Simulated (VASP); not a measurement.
A run of VASP 6.6.1:

Contents of INCAR:

```
SYSTEM = Pd
PREC = Accurate
ENCUT = 520
EDIFF = 1E-7
ISMEAR = -1
SIGMA = 0.05
LREAL = .FALSE.
LASPH = .TRUE.
NELM = 100
ALGO = Normal
ISIF = 2
LWAVE = .FALSE.
LCHARG = .FALSE.
GGA = PE
NBANDS = 11
```

The input KPOINTS:

```
Automatic mesh
0
G
  12 12 12
  0 0 0
```

POSCAR

```
Pd
1.0
    0.0000000000      1.9067643606      1.9067643606
    1.9067643606      0.0000000000      1.9067643606
    1.9067643606      1.9067643606      0.0000000000
Pd
1
Direct
    0.0000000000      0.0000000000      0.0000000000
```

Potentials or basis: VASP PAW PBE potentials, release 64 (Pd).

Command:

```console
$ cat potpaw_PBE.64/Pd/POTCAR > POTCAR
$ mpirun -np 1 vasp_std > vasp.out
```

Hardware: 1 thread of AMD EPYC 7R43 64-Core Processor (Zen 3), on a shared host.

Task: Estimate the wall time of this run.

Result: Run time: 9.7 s on 1 thread of AMD EPYC 7R43 64-Core Processor (Zen 3), on a shared host, peak memory 0.1 GiB. Counts: scf iterations 12, k points 72.
